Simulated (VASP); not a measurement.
Wanted: the native input for a VASP 6.6.1 run.

```yaml
Task: electric field gradients
Functional: LDA
Potentials_or_basis: VASP PAW LDA potentials, release 64 (B, N)
Cutoff: 520 eV
k_mesh: 11 × 11 × 11
Occupations: fermi-dirac, width 0.02 eV
Spin: no spin polarisation
Dipole_correction: no
Further_INCAR_settings: ALGO = Normal; EDIFF = 1e-08; NBANDS = 11
```

The structure of BN lies in POSCAR:

```
BN
1.0
    0.0000000000      1.7713500000      1.8075000000
    1.7713500000      0.0000000000      1.8075000000
    1.7713500000      1.7713500000      0.0000000000
B N
1 1
Direct
    0.0000000000      0.0000000000      0.0000000000
    0.7500000000      0.7500000000      0.7500000000
```

This cell differs from its parent crystal: equal xx and yy strain of -2 %.

These files were run (other wordings do the same):

INCAR

```
PREC = Accurate
ENCUT = 520
EDIFF = 1E-8
ISMEAR = -1
SIGMA = 0.02
LREAL = False
LASPH = True
NELM = 80
ALGO = Normal
ISIF = 2
LWAVE = False
LCHARG = False
GGA = CA
LEFG = True
NBANDS = 11
```

KPOINTS

```
Automatic mesh
0
Gamma
  11 11 11
```

Potentials or basis: VASP PAW LDA potentials, release 64 (B, N).

The run is started by

```console
$ cat potpaw_LDA.64/B/POTCAR potpaw_LDA.64/N/POTCAR > POTCAR
$ mpirun -np 1 vasp_std > vasp.out
```

Results of the run:

```json
{
 "Pressure": "5.8 GPa",
 "Band gap on the k mesh": "4.31 eV, indirect (least direct gap 8.76 eV)"
}
```

Caveat: the cell differs from its parent crystal (equal xx and yy strain of -2 %); without QUAD_EFG the Cq values of the log hold for a quadrupole moment of 1 mb, not for the nuclei.

Run time: 15 s on 1 thread of Intel(R) Xeon(R) Platinum 8488C (Sapphire Rapids), on a shared host, peak memory 0.12 GiB.
